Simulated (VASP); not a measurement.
Here is a VASP 6.6.1 calculation.

File INCAR:

```
ALGO = Fast ; EDIFF = 1E-6
ENCUT = 520 ; GGA = PS
ISIF = 2 ; ISMEAR = -1
LASPH = True ; LCHARG = False
LREAL = False ; LWAVE = False
NBANDS = 20 ; NELM = 60
PREC = Accurate ; SIGMA = 0.05
```

The input KPOINTS:

```
k-points
0
Gamma
  11 11 6
```

POSCAR

```
Tc
1.0
    2.7400000000      0.0000000000      0.0000000000
   -1.3700000000      2.3729096064      0.0000000000
    0.0000000000      0.0000000000      4.3980000000
Tc
2
Direct
    0.6666666667      0.3333333333      0.7500000000
    0.3333333333      0.6666666667      0.2500000000
```

Potentials or basis: VASP PAW PBE potentials, release 64 (Tc_pv).

Command:

```bash
$ cat potpaw_PBE.64/Tc_pv/POTCAR > POTCAR
$ mpirun -np 1 vasp_std > vasp.out
```

(1) What does it give for the pressure?

(2) Predict the band gap on the k mesh.

Answers

(1) -7.2 GPa.

(2) zero (band 13 reaches 13.96 eV, above the bottom of band 14 at 10.84 eV).

Caveat: the PAW data sets were made with another functional, which shifts forces and pressure a little.
